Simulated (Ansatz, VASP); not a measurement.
## Two plane-wave programs on Se

Contents of INCAR:

```
SYSTEM = Se
  PREC = Accurate
  ENCUT = 520
  EDIFF = 1E-6
  ISMEAR = 0
  SIGMA = 0.1
  LREAL = .False.
  LASPH = .True.
  NELM = 150
  ALGO = Normal
  ISIF = 2
  LWAVE = .False.
  LCHARG = .False.
  ISPIN = 2
  MAGMOM = 1
  LORBIT = 11
  GGA = PE
  NBANDS = 13
```

File KPOINTS:

```
regular mesh
0
Gamma
  8 8 8
  0 0 0
```

POSCAR

```
Se
1.0
    0.0000000000      3.0100000000      3.0100000000
    3.0100000000      0.0000000000      3.0100000000
    3.0100000000      3.0100000000      0.0000000000
Se
1
Direct
    0.5000000000      0.5000000000      0.5000000000
```

Input for Ansatz:

```yaml
crystal:
  lattice:
    - [0.0, 3.01, 3.01]
    - [3.01, 0.0, 3.01]
    - [3.01, 3.01, 0.0]
  atoms:
    - { symbol: Se, position: [0.5, 0.5, 0.5], spin: 1.0 }
magnetization:
  spin_polarized: true
basis:
  ecutwfc: 420
  fft_grid_basis: typed
kpoints:
  mp_grid: { grid: [8, 8, 8] }
hamiltonian:
  xc: pbe
  pseudopotentials: { kind: paw }
scf:
  occupations: { method: gaussian, width: 0.1 }
output:
  forces: true
  stress: true
  eigenvalues: true
  bader: true
  write_density: true
  volumetric_format: npy
  populations: true
```

Alike in both runs: task single point; functional PBE; k mesh 8 × 8 × 8; occupations gaussian, width 0.1 eV; collinear spin.

|  | VASP | Ansatz |
| --- | --- | --- |
| version | VASP 6.6.1 | Ansatz 0.2.0 |
| potentials or method | VASP PAW PBE potentials, release 64 (Se), cutoff 520 eV | scalar-relativistic, plane waves, PAW |
| valence electrons in the cell | 6 | 16 |

```tsv
	VASP	Ansatz	Ansatz less VASP
gap on the k mesh at the Fermi level (eV)	none	none	-
net moment per atom (μB)	2.00	2.00	0.000
size of the moment on the site where the two differ most (μB)	1.21	1.92	+0.720
```

Site moments also hang on the region over which each program counts them. A gap of «none» marks a metal or a gap that the smearing closes. VASP's potentials hold 6 valence electrons a cell and Ansatz's 16, so a difference there can come from the potentials and not from the codes.
